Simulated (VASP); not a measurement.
# CaO in VASP: notebook

CaO is run at these levels: r2SCAN; tasks: single point.

Program: VASP 6.6.1. These are calculated values, not measurements. Logs are shortened: lines on timing, memory, paths and dates and some standing lists are left out, and cuts for length are marked.

## (1) The cell of the first run

The structure is tetragonal, space group I4mm (No. 107). The conventional cell has a = 3.390 Å, b = 3.390 Å, c = 4.795 Å, α = 90.00°, β = 90.00°, γ = 90.00°. Within 3.1 Å of Ca (site symmetry 4mm) lie 6 O at 2.38 to 2.42 Å. O (site symmetry 4mm) has 6 Ca at 2.38 to 2.42 Å within 3.1 Å.

## (2) Single point, r2SCAN (atom 1 (Ca) moved 0.02 Å along y)

The input, POSCAR:

```
CaO
1.0
    0.0000000000      2.3974236343      2.3974236343
    2.3974236343      0.0000000000      2.3974236343
    2.3974236343      2.3974236343      0.0000000000
Ca O
1 1
Direct
    0.5041711443      0.4958288557      0.5041711443
    0.0000000000      0.0000000000      0.0000000000
```

The input, INCAR.step1:

```
SYSTEM = CaO
PREC = Accurate
ENCUT = 1480
ISMEAR = 0
SIGMA = 0.05
LREAL = .False.
LASPH = .True.
NELM = 120
NBANDS = 15
GGA = PE
ALGO = Normal
EDIFF = 1E-5
LWAVE = .True.
LCHARG = .False.
GGA_COMPAT = .False.
```

The input, INCAR.step2:

```
SYSTEM = CaO
PREC = Accurate
ENCUT = 1480
EDIFF = 1E-6
ISMEAR = 0
SIGMA = 0.05
LREAL = .False.
LASPH = .True.
NELM = 120
ALGO = Normal
ISIF = 2
LWAVE = .False.
LCHARG = .False.
METAGGA = R2SCAN
LMIXTAU = .True.
NBANDS = 15
ISTART = 1
GGA_COMPAT = .False.
```

The input, KPOINTS:

```
regular mesh
0
Gamma
  8 8 8
  0 0 0
```

Potentials or basis: VASP PAW PBE potentials, release 64 (Ca_sv, O_h).

The run is started by

```sh
$ cat potpaw_PBE.64/Ca_sv/POTCAR potpaw_PBE.64/O_h/POTCAR > POTCAR
$ cp INCAR.step1 INCAR
$ mpirun -np 1 vasp_std > vasp.out
$ cp INCAR.step2 INCAR
$ mpirun -np 1 vasp_std > vasp.out
```

OUTCAR:

```text
SYSTEM = CaO
   PREC = Accurate
   ENCUT = 1480
   EDIFF = 1E-6
   ISMEAR = 0
   LREAL = .False.
   LASPH = .True.
   NELM = 120
   ISIF = 2
   METAGGA = R2SCAN
   ISTART = 1

 ion  position               nearest neighbor table
   1  0.504  0.496  0.504-
   2  0.000  0.000  0.000-

  LATTYP: Found a face centered cubic cell.
 ALAT       =     4.7948472686

  Lattice vectors:

 A1 = (   0.0000000000,   2.3974236343,   2.3974236343)
 A2 = (   2.3974236343,   0.0000000000,   2.3974236343)
 A3 = (   2.3974236343,   2.3974236343,   0.0000000000)

Analysis of symmetry for initial positions (statically):
=====================================================================
 Subroutine PRICEL returns:
 Original cell was already a primitive cell.

 Routine SETGRP: Setting up the symmetry group for a
 face centered cubic supercell.

 Subroutine GETGRP returns: Found  8 space group operations
 (whereof  8 operations were pure point group operations)
 out of a pool of 48 trial point group operations.

The static configuration has the point symmetry C_4v.

Analysis of symmetry for dynamics (positions and initial velocities):
=====================================================================
 Subroutine PRICEL returns:
 Original cell was already a primitive cell.

 Routine SETGRP: Setting up the symmetry group for a
 face centered cubic supercell.

 Subroutine GETGRP returns: Found  8 space group operations
 (whereof  8 operations were pure point group operations)
 out of a pool of 48 trial point group operations.

The dynamic configuration has the point symmetry C_4v.

 Subroutine INISYM returns: Found  8 space group operations
 (whereof  8 operations are pure point group operations),
 and found     1 'primitive' translations

----------------------------------------------------------------------------------------

                                     Primitive cell

  volume of cell :      27.5591

  direct lattice vectors                    reciprocal lattice vectors
     0.000000000  2.397423634  2.397423634    -0.208557217  0.208557217  0.208557217
     2.397423634  0.000000000  2.397423634     0.208557217 -0.208557217  0.208557217
     2.397423634  2.397423634  0.000000000     0.208557217  0.208557217 -0.208557217

  length of vectors
     3.390469018  3.390469018  3.390469018     0.361231695  0.361231695  0.361231695

  position of ions in fractional coordinates (direct lattice)
     0.504171144  0.495828856  0.504171144
[... 83 lines left out ...]
   NFREE  =      0    steps in history (QN), initial steepest desc. (CG)
   ISIF   =      2    stress and relaxation
   ISYM   =      2    0-nonsym 1-usesym 2-fastsym
   POTIM  = 0.5000    time-step for ionic-motion
   TEBEG  =    0.0;   TEEND  =   0.0 temperature during run
   PSTRESS=    0.0 pullay stress
   NELECT =      16.0000    total number of electrons
   NUPDOWN=      -1.0000    fix difference up-down
   EMIN   =  10.00;   EMAX   =-10.00  energy-range for DOS
   EFERMI =   0.00;   METHOD = LEGACY
   ISMEAR =     0;   SIGMA  =   0.05  broadening in eV -4-tet -1-fermi 0-gaus
   EFERMI_NEDOS =   21; number of points for ismear=-14 and -15
   IALGO  =     38    algorithm
   IMIX   =      4    mixing-type and parameters
     AMIX     =   0.40;   BMIX     =  1.00
     AMIX_MAG =   1.60;   BMIX_MAG =  1.00
  volume/ion in A,a.u.               =      13.78        92.99
  Fermi-wavevector in a.u.,A,eV,Ry     =   1.365715  2.580827 25.377276  1.865177
  Thomas-Fermi vector in A             =   2.491919
   LORBIT       =      0    0 simple, 1 ext, 2 COOP (PROOUT), +10 PAW based schemes
   METAGGA = R2SCAN    functional components
   LHFCALC =     F    Hartree Fock is set to
   AEXX    =    0.0000 exact exchange contribution
   IVDW    =     0    specifies the selected vdW correction
   LEPSILON=     F    determine dielectric tensor
   LRPA    =     F    only Hartree local field effects (RPA)
 non-spin polarized calculation
 Gauss-broadening in eV      SIGMA  =   0.05
  energy-cutoff  :     1480.00
  volume of cell :       27.56
 maximum number of plane-waves:      3591
 NGX is ok and might be reduce to    48
   NGX = 21   NGY = 21   NGZ = 21

 number of electron      16.0000000 magnetization

 Free energy of the ion-electron system (eV)
  ---------------------------------------------------
  ext. energy  EPLUGINS =         0.00000000
  ---------------------------------------------------
  free energy    TOTEN  =       -19.46615278 eV

  energy without entropy =      -19.46615278  energy(sigma->0) =      -19.46615278

 E-fermi :   2.6854     XC(G=0): -11.1147

 val. band max:        2.3298500199   @ k =   0.0000   0.0000   0.0000
 cond. band min:       6.5233548376   @ k =   0.5000   0.0000   0.5000
 fundamental gap:      4.1935048178
 Fermi energy:         2.6854434338

 k-point     1 :       0.0000    0.0000    0.0000
  band No.  band energies     occupation
      1     -36.6917      2.00000
      2     -16.5790      2.00000
      3     -16.5785      2.00000
      4     -16.5785      2.00000
      5     -14.1552      2.00000
      6       2.3298      2.00000
      7       2.3298      2.00000
      8       2.3299      2.00000
      9       7.8202      0.00000
     10       9.2074      0.00000
     11       9.2091      0.00000
     12       9.2091      0.00000
     13      10.8169      0.00000
     14      10.8197      0.00000
[... 401 lines left out ...]
      2     -17.4468      2.00000
      3     -16.8397      2.00000
      4     -16.7212      2.00000
      5     -13.3384      2.00000
      6       0.5577      2.00000
      7       1.2515      2.00000
      8       1.5279      2.00000
      9       8.2833      0.00000
     10      10.9220      0.00000
     11      11.9365      0.00000
     12      11.9592      0.00000
     13      12.7894      0.00000
     14      14.8142      0.00000
     15      17.7808      0.00000

 [... further k-points ...]
[... 5 lines left out ...]
  --------------------------------------------------------------------------------------
  -------------------------------------------------------------------------------------
  Total        0.1690396      0.1809660      0.1690396      0.0000000     -0.0000000     -0.0000000
  in kB        9.8273118     10.5206638      9.8273118      0.0000000     -0.0000000     -0.0000000
  external PRESSURE =      10.0584291 kB  Pullay stress =       0.0000000 kB

 VOLUME and BASIS-vectors are now :
 -----------------------------------------------------------------------------
  energy-cutoff  :     1480.00
  volume of cell :       27.56
      direct lattice vectors                 reciprocal lattice vectors
     0.000000000  2.397423634  2.397423634    -0.208557217  0.208557217  0.208557217
     2.397423634  0.000000000  2.397423634     0.208557217 -0.208557217  0.208557217
     2.397423634  2.397423634  0.000000000     0.208557217  0.208557217 -0.208557217

 POSITION                                       TOTAL-FORCE (eV/Angst)
 -----------------------------------------------------------------------------------
      2.39742      2.41742      2.39742         0.000000     -0.073924      0.000000
      0.00000      0.00000      0.00000         0.000000      0.073924      0.000000
 -----------------------------------------------------------------------------------
    total drift:                               -0.000000      0.000005     -0.000000

  FREE ENERGIE OF THE ION-ELECTRON SYSTEM (eV)
  ---------------------------------------------------
  free  energy   TOTEN  =       -19.4661527836 eV

  energy  without entropy=      -19.4661527836  energy(sigma->0) =      -19.46615278
```

OSZICAR.step1:

```text
N       E                     dE             d eps       ncg     rms          rms(c)
DAV:   1     0.187158933231E+03    0.18716E+03   -0.14624E+04  1770   0.237E+03
DAV:   2     0.359245819651E+01   -0.18357E+03   -0.16863E+03  2036   0.430E+02
DAV:   3    -0.136724962088E+02   -0.17265E+02   -0.16606E+02  2279   0.102E+02
DAV:   4    -0.144985419461E+02   -0.82605E+00   -0.82543E+00  2611   0.195E+01
DAV:   5    -0.145047206914E+02   -0.61787E-02   -0.61775E-02  2195   0.166E+00    0.873E+00
DAV:   6    -0.128732622042E+02    0.16315E+01   -0.49319E+00  2416   0.220E+01    0.369E+00
DAV:   7    -0.128077251401E+02    0.65537E-01   -0.43853E-01  1910   0.737E+00    0.183E+00
DAV:   8    -0.128060769257E+02    0.16482E-02   -0.98963E-02  2330   0.358E+00    0.529E-01
DAV:   9    -0.128036748338E+02    0.24021E-02   -0.65729E-03  1953   0.723E-01    0.132E-01
DAV:  10    -0.128043742072E+02   -0.69937E-03   -0.92273E-04  2190   0.308E-01    0.462E-02
DAV:  11    -0.128043511157E+02    0.23091E-04   -0.62443E-05  2656   0.959E-02    0.879E-03
DAV:  12    -0.128043516812E+02   -0.56545E-06   -0.86209E-06  1585   0.342E-02
   1 F= -.12804352E+02 E0= -.12804352E+02  d E =-.138623E-14
```

Wall time 5 min (1 thread of Intel Xeon 6975P-C (Granite Rapids), shared host); peak memory 0.46 GiB.

What came out:

```yaml
Free_energy: -19.4662 eV
Pressure: 1.0 GPa
Largest_force: 0.074 eV/Å
Band_gap_on_the_k_mesh: 4.19 eV (least direct gap 4.56 eV)
```

Forces in eV/Å, atoms in the order of the input:
```
Ca   0.000 -0.074  0.000
O    0.000  0.074  0.000
```

Levels at points of the mesh, in eV from the valence-band top:
```csv
k point,band 6,band 7,band 8,band 9,band 10,band 11
"(0.00, 0.00, 0.00)",0.00,0.00,0.00,5.49,6.88,6.88
"(0.50, 0.00, 0.00)",-2.62,-1.21,-1.21,7.73,9.08,9.09
"(0.50, 0.50, 0.00)",-1.29,-0.37,-0.37,4.20,8.82,9.68
"(0.50, 0.00, 0.50)",-1.29,-0.37,-0.37,4.19,8.82,9.68
```

Caveat: the cell differs from its parent crystal (atom 1 (Ca) moved 0.02 Å along y); the PAW data sets were made with another functional, which shifts forces and pressure a little. A k mesh can miss the band edges.

## (3) Single point, r2SCAN (13.50 Å³/atom)

This run uses another cell than the first one, of 13.50 Å³/atom.

The input, POSCAR:

```
CaO
1.0
    0.0000000000      2.3813330580      2.3813330580
    2.3813330580      0.0000000000      2.3813330580
    2.3813330580      2.3813330580      0.0000000000
Ca O
1 1
Direct
    0.5000000000      0.5000000000      0.5000000000
    0.0000000000      0.0000000000      0.0000000000
```

The input, INCAR.step1:

```
SYSTEM = CaO
ALGO = Normal
EDIFF = 1E-5
ENCUT = 1480
GGA = PE
GGA_COMPAT = .FALSE.
ISMEAR = 0
LASPH = .TRUE.
LCHARG = .FALSE.
LREAL = .FALSE.
LWAVE = .TRUE.
NBANDS = 15
NELM = 120
PREC = Accurate
SIGMA = 0.05
```

The input, INCAR.step2:

```
SYSTEM = CaO
ALGO = Normal
EDIFF = 1E-6
ENCUT = 1480
GGA_COMPAT = .FALSE.
ISIF = 2
ISMEAR = 0
ISTART = 1
LASPH = .TRUE.
LCHARG = .FALSE.
LMIXTAU = .TRUE.
LREAL = .FALSE.
LWAVE = .FALSE.
METAGGA = R2SCAN
NBANDS = 15
NELM = 120
PREC = Accurate
SIGMA = 0.05
```

The input, KPOINTS:

```
k-points
0
G
  8 8 8
  0 0 0
```

Potentials or basis: VASP PAW PBE potentials, release 64 (Ca_sv, O_h).

The run is started by

```sh
$ cat potpaw_PBE.64/Ca_sv/POTCAR potpaw_PBE.64/O_h/POTCAR > POTCAR
$ cp INCAR.step1 INCAR
$ mpirun -np 1 vasp_std > vasp.out
$ cp INCAR.step2 INCAR
$ mpirun -np 1 vasp_std > vasp.out
```

Run time: 2 min. Hardware: 1 thread of Intel Xeon Platinum 8559C (Emerald Rapids), shared host; peak memory 0.32 GiB.

It converged, with:

| Quantity | Value |
| --- | --- |
| Free energy | -19.4585 eV |
| Pressure | 3.5 GPa |
| Band gap on the k mesh | 4.19 eV (least direct gap 4.55 eV) |

Levels at points of the mesh, in eV from the valence-band top:
| k point | band 4 | band 5 | band 6 | band 7 | band 8 | band 9 | band 10 | band 11 | band 12 | band 13 |
| --- | --- | --- | --- | --- | --- | --- | --- | --- | --- | --- |
| (0.00, 0.00, 0.00) | -18.81 | -16.53 | 0.00 | 0.00 | 0.00 | 5.66 | 6.93 | 6.93 | 6.93 | 8.57 |
| (0.50, 0.00, 0.00) | -18.86 | -15.12 | -2.67 | -1.25 | -1.25 | 7.83 | 9.20 | 9.20 | 9.44 | 11.43 |
| (0.50, 0.50, 0.00) | -19.06 | -16.31 | -1.28 | -0.37 | -0.37 | 4.19 | 8.97 | 9.79 | 10.43 | 10.43 |

Caveat: the cell stands under pressure; the PAW data sets were made with another functional, which shifts forces and pressure a little. A k mesh can miss the band edges.
